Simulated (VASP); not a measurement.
The system is TiS2.

```
Ti S
1.0
     3.41200    0.00000    0.00000
    -1.70600    2.95488    0.00000
     0.00000    0.00000    5.69500
Ti S
1 2
Direct
  0.00000 0.00000 0.00000
  0.33333 0.66667 0.25000
  0.66667 0.33333 0.75000
```

Program: VASP 6.6.1. Alike in all runs: task single point; level PBE+U; potentials or basis VASP PAW PBE potentials, release 64 (Ti_sv, S); no spin polarisation; cell as given; k mesh 12 × 12 × 4; cutoff (eV) 500; smearing gaussian 0.01 eV.

Problem. Order these runs on this cell by their band gap on the k mesh, lowest first.
A. U Ti d U = 6.0 eV
B. U Ti d U = 4.0 eV
C. U Ti d U = 2.0 eV

Solution. C (0.06 eV), B (0.30 eV), A (0.57 eV).

Caveats: semilocal functionals underestimate gaps, and a narrow one can read as zero.

A k mesh can miss the band edges.
